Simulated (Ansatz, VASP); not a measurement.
# Two plane-wave programs on AlN

The input POSCAR:

```
AlN
1.0
    0.0000000000      2.1984575146      2.1984575146
    2.1984575146      0.0000000000      2.1984575146
    2.1984575146      2.1984575146      0.0000000000
Al N
1 1
Direct
    0.0000000000      0.0000000000      0.0000000000
    0.2500000000      0.2500000000      0.2500000000
```

The input INCAR.step1:

```
SYSTEM = AlN
PREC = Accurate ; ENCUT = 520
ISMEAR = -1 ; SIGMA = 0.05
LREAL = .FALSE. ; LASPH = .TRUE.
NELM = 60 ; NBANDS = 11
GGA = PE ; ALGO = Normal
EDIFF = 1E-4 ; LWAVE = .TRUE.
LCHARG = .FALSE.
```

INCAR.step2

```
SYSTEM = AlN
PREC = Accurate ; ENCUT = 520
EDIFF = 1E-6 ; ISMEAR = -1
SIGMA = 0.05 ; LREAL = .FALSE.
LASPH = .TRUE. ; NELM = 60
ALGO = Normal ; ISIF = 2
LWAVE = .FALSE. ; LCHARG = .FALSE.
METAGGA = R2SCAN ; LMIXTAU = .TRUE.
IVDW = 13 ; VDW_S6 = 1.0
VDW_S8 = 0.6018749 ; VDW_A1 = 0.51559235
VDW_A2 = 5.77342911 ; NBANDS = 11
ISTART = 1
```

The input KPOINTS:

```
regular mesh
0
G
  10 10 10
  0 0 0
```

The input input.yaml:

```yaml
crystal:
  lattice:
    - [0.0, 2.1984575146, 2.1984575146]
    - [2.1984575146, 0.0, 2.1984575146]
    - [2.1984575146, 2.1984575146, 0.0]
  atoms:
    - { symbol: Al, position: [0.0, 0.0, 0.0] }
    - { symbol: "N", position: [0.25, 0.25, 0.25] }
hamiltonian:
  xc: r2scan
  pseudopotentials: { kind: paw }
  dispersion: d4
kpoints:
  mp_grid: { grid: [10, 10, 10] }
scf:
  occupations: { method: fermi_dirac, width: 0.05 }
output:
  forces: true
  stress: true
  eigenvalues: true
```

Alike in both runs: task single point; functional r2SCAN; dispersion D4; k mesh 10 × 10 × 10; occupations fermi-dirac, width 0.05 eV; no spin polarisation.

|  | VASP | Ansatz |
| --- | --- | --- |
| version | VASP 6.6.1 | Ansatz 0.2.0 |
| potentials or method | VASP PAW PBE potentials, release 64 (Al, N) | Ansatz PAW |
| plane-wave cutoff (eV) | 520 | 500 |
| valence electrons in the cell | 8 | 8 |

Ansatz gave:

```
gap on the k mesh at the Fermi level (eV) : 3.93
least direct gap on the mesh (eV)         : 4.67
pressure (GPa)                            : -5.4
```

Task: Which values does VASP return?

Result: gap on the k mesh at the Fermi level (eV): 3.92; least direct gap on the mesh (eV): 4.71; pressure (GPa): -5.8.

VASP's potentials were made for PBE, not for r2SCAN.
